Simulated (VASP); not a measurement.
Here is a VASP 6.6.1 calculation.

POSCAR

```
Rh
1.0
    0.0000000000      1.9008071574      1.9008071574
    1.9008071574      0.0000000000      1.9008071574
    1.9008071574      1.9008071574      0.0000000000
Rh
1
Direct
    0.0000000000      0.0000000000      0.0000000000
```

File INCAR.step1:

```
PREC     = Accurate       # precision mode
ENCUT    = 580            # plane-wave cutoff, eV
ISMEAR   = 1              # smearing method
SIGMA    = 0.03           # smearing width, eV
LREAL    = F              # projectors in reciprocal space
LASPH    = T              # aspherical terms in the spheres
NELM     = 120            # most SCF steps
NBANDS   = 14             # bands
GGA      = PE             # functional
ALGO     = Normal         # electronic algorithm
EDIFF    = 1E-5           # SCF threshold, eV
LWAVE    = T              # write WAVECAR
LCHARG   = F              # write CHGCAR
GGA_COMPAT= F
```

Contents of INCAR.step2:

```
PREC     = Accurate       # precision mode
ENCUT    = 580            # plane-wave cutoff, eV
EDIFF    = 1E-6           # SCF threshold, eV
ISMEAR   = 1              # smearing method
SIGMA    = 0.03           # smearing width, eV
LREAL    = F              # projectors in reciprocal space
LASPH    = T              # aspherical terms in the spheres
NELM     = 120            # most SCF steps
ALGO     = Normal         # electronic algorithm
ISIF     = 2              # what is computed and relaxed
LWAVE    = F              # write WAVECAR
LCHARG   = F              # write CHGCAR
METAGGA  = R2SCAN         # meta-GGA
LMIXTAU  = T            
NBANDS   = 14             # bands
ISTART   = 1            
GGA_COMPAT= F
```

Contents of KPOINTS:

```
regular mesh
0
Gamma
  14 14 14
```

Potentials or basis: VASP PAW PBE potentials, release 64 (Rh_sv_GW).

Command:

```bash
$ cat potpaw_PBE.64/Rh_sv_GW/POTCAR > POTCAR
$ cp INCAR.step1 INCAR
$ mpirun -np 1 vasp_std > vasp.out
$ cp INCAR.step2 INCAR
$ mpirun -np 1 vasp_std > vasp.out
```

(1) Estimate the pressure.

Answers

(1) -2.0 GPa.

Caveat: the PAW data sets were made with another functional, which shifts forces and pressure a little.
